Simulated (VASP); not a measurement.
# PbO (P4/nmm) in VASP: electric field gradients with PBE

Aim: the electric field gradients of PbO with PBE.

Everything below comes from runs of VASP 6.6.1. Logs are shortened: lines on timing, memory, paths and dates and some standing lists are left out, and cuts for length are marked.

**1. The cell of the first run**

It takes space group P4/nmm (No. 129, tetragonal). The conventional cell has a = 3.974 Å, b = 3.974 Å, c = 5.022 Å, α = 90.00°, β = 90.00°, γ = 90.00°. Pb (site symmetry 4mm) has 4 O at 2.32 Å within 3.1 Å. O (site symmetry -4m2) has 4 Pb at 2.32 Å and 4 O at 2.81 Å within 3.1 Å.

**2. Electric field gradients, PBE, non-collinear spin, zero start, spin-orbit coupling**

Contents of INCAR:

```
  ALGO = Normal
  EDIFF = 1E-8
  ENCUT = 520
  GGA = PE
  GGA_COMPAT = False
  ISIF = 2
  ISMEAR = -1
  LASPH = True
  LCHARG = False
  LEFG = True
  LNONCOLLINEAR = True
  LORBIT = 11
  LORBMOM = True
  LREAL = False
  LSORBIT = True
  LWAVE = False
  MAGMOM = 0 0 0 0 0 0 0 0 0 0 0 0
  NBANDS = 54
  NELM = 150
  PREC = Accurate
  SIGMA = 0.02
```

Contents of KPOINTS:

```
k-points
0
Gamma
  6 6 5
```

Contents of POSCAR:

```
PbO
1.0
    3.9744000000      0.0000000000      0.0000000000
    0.0000000000      3.9744000000      0.0000000000
    0.0000000000      0.0000000000      5.0220000000
Pb O
2 2
Direct
    0.0000000000      0.5000000000      0.2402618821
    0.5000000000      0.0000000000      0.7597381179
    0.0000000000      0.0000000000      0.0000000000
    0.5000000000      0.5000000000      0.0000000000
```

Potentials or basis: VASP PAW PBE potentials, release 64 (Pb_d, O).

The run is started by

```console
> cat potpaw_PBE.64/Pb_d/POTCAR potpaw_PBE.64/O/POTCAR > POTCAR
> mpirun -np 1 vasp_ncl > vasp.out
```

OUTCAR:

```text
EDIFF = 1E-8
   ENCUT = 520
   GGA = PE
   ISIF = 2
   ISMEAR = -1
   LASPH = True
   LNONCOLLINEAR = True
   LORBIT = 11
   LREAL = False
   LSORBIT = True
   NELM = 150
   PREC = Accurate

 ion  position               nearest neighbor table
   1  0.000  0.500  0.240-   3 2.32   4 2.32   3 2.32   4 2.32   2 3.70   2 3.70   2 3.70   2 3.70
                             2 3.83   2 3.83   2 3.83   2 3.83
   2  0.500  0.000  0.760-   3 2.32   4 2.32   4 2.32   3 2.32   1 3.70   1 3.70   1 3.70   1 3.70
                             1 3.83   1 3.83   1 3.83   1 3.83
   3  0.000  0.000  0.000-   1 2.32   2 2.32   1 2.32   2 2.32
   4  0.500  0.500  0.000-   1 2.32   2 2.32   2 2.32   1 2.32

  LATTYP: Found a simple tetragonal cell.
 ALAT       =     3.9744000000
 C/A-ratio  =     1.2635869565

  Lattice vectors:

 A1 = (   3.9744000000,   0.0000000000,   0.0000000000)
 A2 = (   0.0000000000,   3.9744000000,   0.0000000000)
 A3 = (   0.0000000000,   0.0000000000,   5.0220000000)

Analysis of symmetry for initial positions (statically):
=====================================================================
 Subroutine PRICEL returns:
 Original cell was already a primitive cell.

 Routine SETGRP: Setting up the symmetry group for a
 simple tetragonal supercell.

 Subroutine GETGRP returns: Found 16 space group operations
 (whereof  8 operations were pure point group operations)
 out of a pool of 16 trial point group operations.

The static configuration has the point symmetry D_2d.
 The point group associated with its full space group is D_4h.

Analysis of symmetry for dynamics (positions and initial velocities):
=====================================================================
 Subroutine PRICEL returns:
 Original cell was already a primitive cell.

 Routine SETGRP: Setting up the symmetry group for a
 simple tetragonal supercell.

 Subroutine GETGRP returns: Found 16 space group operations
 (whereof  8 operations were pure point group operations)
 out of a pool of 16 trial point group operations.

The dynamic configuration has the point symmetry D_2d.
 The point group associated with its full space group is D_4h.

Analysis of structural, dynamic, and magnetic symmetry:
=====================================================================
 Subroutine PRICEL returns:
 Original cell was already a primitive cell.

[... 1556 lines left out ...]
----------------------------------------------------------------------
 ion       Cq(MHz)       eta       Q (mb)
----------------------------------------------------------------------
   1      -0.598       0.000       1.000
   2      -0.598       0.000       1.000
   3       0.004       0.000       1.000
   4       0.004       0.000       1.000
----------------------------------------------------------------------

 orbital moment (x)

 # of ion     p       d       tot
 ----------------------------------------
  1         0.000   0.000   0.000
  2         0.000   0.000   0.000
  3         0.000   0.000   0.000
  4        -0.000   0.000  -0.000
 ----------------------------------------
           -0.000   0.000   0.000

 orbital moment (y)

 # of ion     p       d       tot
 ----------------------------------------
  1         0.000   0.000   0.000
  2        -0.000  -0.000  -0.000
  3         0.000   0.000   0.000
  4        -0.000   0.000  -0.000
 ----------------------------------------
           -0.000   0.000  -0.000

 orbital moment (z)

 # of ion     p       d       tot
 ----------------------------------------
  1         0.000   0.000   0.000
  2         0.000   0.000   0.000
  3        -0.000   0.000  -0.000
  4         0.000   0.000   0.000
 ----------------------------------------
            0.000   0.000   0.000

 Spin-Orbit-Coupling matrix elements

 Ion:    1  E_soc:     -0.7794452
 l=   1
     0.0000000    -0.0672477    -0.0561411
    -0.0672477     0.0000000    -0.0672477
    -0.0561411    -0.0672477     0.0000000
 l=   2
     0.0000000    -0.0133659     0.0000000    -0.0133659    -0.0524399
    -0.0133659     0.0000000    -0.0403848    -0.0129162    -0.0131143
     0.0000000    -0.0403848     0.0000000    -0.0403848     0.0000000
    -0.0133659    -0.0129162    -0.0403848     0.0000000    -0.0131143
    -0.0524399    -0.0131143     0.0000000    -0.0131143     0.0000000
 l=   3
     0.0000000     0.0000000     0.0000000     0.0000000     0.0000000     0.0000000     0.0000000
     0.0000000     0.0000000     0.0000000     0.0000000     0.0000000     0.0000000     0.0000000
     0.0000000     0.0000000     0.0000000     0.0000000     0.0000000     0.0000000     0.0000000
     0.0000000     0.0000000     0.0000000     0.0000000     0.0000000     0.0000000     0.0000000
[... 49 lines left out ...]
 l=   2
     0.0000000     0.0000000     0.0000000     0.0000000     0.0000000
     0.0000000     0.0000000     0.0000000     0.0000000     0.0000000
     0.0000000     0.0000000     0.0000000     0.0000000     0.0000000
     0.0000000     0.0000000     0.0000000     0.0000000     0.0000000
     0.0000000     0.0000000     0.0000000     0.0000000     0.0000000
 l=   3
     0.0000000     0.0000000     0.0000000     0.0000000     0.0000000     0.0000000     0.0000000
     0.0000000     0.0000000     0.0000000     0.0000000     0.0000000     0.0000000     0.0000000
     0.0000000     0.0000000     0.0000000     0.0000000     0.0000000     0.0000000     0.0000000
     0.0000000     0.0000000     0.0000000     0.0000000     0.0000000     0.0000000     0.0000000
     0.0000000     0.0000000     0.0000000     0.0000000     0.0000000     0.0000000     0.0000000
     0.0000000     0.0000000     0.0000000     0.0000000     0.0000000     0.0000000     0.0000000
     0.0000000     0.0000000     0.0000000     0.0000000     0.0000000     0.0000000     0.0000000

 total charge

# of ion       s       p       d       tot
------------------------------------------
    1        1.371   0.638   9.879  11.888
    2        1.371   0.638   9.879  11.888
    3        1.580   3.384   0.000   4.964
    4        1.580   3.384   0.000   4.964
--------------------------------------------------
tot          5.902   8.043  19.758  33.704

 magnetization (x)

# of ion       s       p       d       tot
------------------------------------------
    1        0.000   0.000   0.000   0.000
    2        0.000  -0.000   0.000  -0.000
    3        0.000   0.000   0.000   0.000
    4       -0.000   0.000   0.000   0.000
--------------------------------------------------
tot          0.000   0.000   0.000   0.000

 magnetization (y)

# of ion       s       p       d       tot
------------------------------------------
    1        0.000   0.000   0.000   0.000
    2       -0.000   0.000   0.000  -0.000
    3        0.000   0.000   0.000   0.000
    4        0.000   0.000   0.000   0.000
--------------------------------------------------
tot          0.000   0.000   0.000   0.000

 magnetization (z)

# of ion       s       p       d       tot
------------------------------------------
    1        0.000   0.000   0.000   0.000
    2        0.000   0.000   0.000   0.000
    3        0.000   0.000   0.000   0.000
    4        0.000   0.000   0.000   0.000
--------------------------------------------------
tot          0.000   0.000   0.000   0.000
```

It took 6.1 min on 1 thread of Intel Xeon Platinum 8259CL at 2.50GHz (Skylake/Cascade Lake), shared host; peak memory 0.43 GiB.

Results:

| Quantity | Value |
| --- | --- |
| Free energy | -22.1793 eV |
| Pressure | 3.4 GPa |
| Largest force | 0.079 eV/Å |
| Net moment | 0.00 μB per cell |
| Largest electric field gradient by atom | Pb -247.5; O +1.8 V/Å² |
| Valence electrons inside the program's atomic spheres | Pb 11.89; O 4.96 |

Forces on the atoms (eV/Å):
```
Pb   0.000  0.000  0.079
Pb   0.000  0.000 -0.079
O    0.000  0.000  0.000
O    0.000  0.000  0.000
```

Stress tensor (GPa, compression positive):
```
3.82 0.00 0.00
0.00 3.82 0.00
0.00 0.00 2.53
```

Moments on the atoms (μB; x, y, z):
```
Pb  0.00 0.00 0.00
Pb  0.00 0.00 0.00
O   0.00 0.00 0.00
O   0.00 0.00 0.00
```

Electric field gradients, principal values (V/Å²):
```csv
atom,least,middle,greatest (by size)
1 Pb,123.741,123.741,-247.483
2 Pb,123.741,123.741,-247.483
3 O,-0.901,-0.901,1.802
4 O,-0.901,-0.901,1.802
```

Caveat: the cell stands under pressure; without QUAD_EFG the Cq values of the log hold for a quadrupole moment of 1 mb, not for the nuclei.
